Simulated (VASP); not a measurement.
Runs of VASP 6.6.1 on Mo. The structure is that of space group Im-3m (No. 229), or close to it. The cells are those of the table. 

```csv
cell,gap on the mesh (eV),pressure (GPa)
"a = 2.651 Å, angles 109.5°, 1 atom",none,30.2
"a = 2.676 Å, angles 109.5°, 1 atom",none,20.5
"a = 2.773 Å, angles 109.5°, 1 atom",none,-9.5
"a = 2.749 Å, angles 109.5°, 1 atom",none,(a)
"a = 2.725 Å, angles 109.5°, 1 atom",none,(b)
```

Alike in all rows: task single point; level PBE; potentials or basis VASP PAW PBE potentials, release 64 (Mo_sv); no spin polarisation; k mesh 10 × 10 × 10; cutoff (eV) 500; smearing methfessel-paxton 0.02 eV.

Q: Fill in the values left out.

A: (a) -3.5; (b) 3.4.

A k mesh can miss the band edges, and the runs leave out spin-orbit coupling on Mo.

A gap of «none» marks levels without a gap at the run's occupations.
